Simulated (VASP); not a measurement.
Here is a VASP 6.6.1 calculation.

Contents of INCAR:

```
PREC = Accurate ; ENCUT = 520
EDIFF = 1E-7 ; ISMEAR = -1
SIGMA = 0.15 ; LREAL = False
LASPH = True ; NELM = 100
ALGO = Normal ; ISIF = 2
LWAVE = False ; LCHARG = False
GGA = PE ; IVDW = 12
NBANDS = 16
```

KPOINTS

```
regular mesh
0
Gamma
  18 18 6
```

File POSCAR:

```
C
1.0
    2.4514309919      0.0000000000      0.0000000000
   -1.2257154960      2.1230015146      0.0000000000
    0.0000000000      0.0000000000      5.9897860480
C
4
Direct
    0.0000000000      0.0000000000      0.0025000000
    0.0000000000      0.0000000000      0.5025000000
    0.3333333333      0.6666666667      0.0025000000
    0.6666666667      0.3333333333      0.5025000000
```

Potentials or basis: VASP PAW PBE potentials, release 64 (C).

The run is started by

```console
$ cat potpaw_PBE.64/C/POTCAR > POTCAR
$ mpirun -np 1 vasp_std > vasp.out
```

**Question.** Predict the band gap on the k mesh.

**Answer.** Zero (band 8 reaches 5.83 eV, above the bottom of band 9 at 5.75 eV).

**Question.** Estimate the dispersion energy per atom.

**Answer.** -0.178 eV.

Stress tensor (GPa, compression positive):
```
8.82 0.00 0.00
0.00 8.82 0.00
0.00 0.00 7.91
```

Caveat: pairwise dispersion overbinds metals, which lowers pressure and volume.
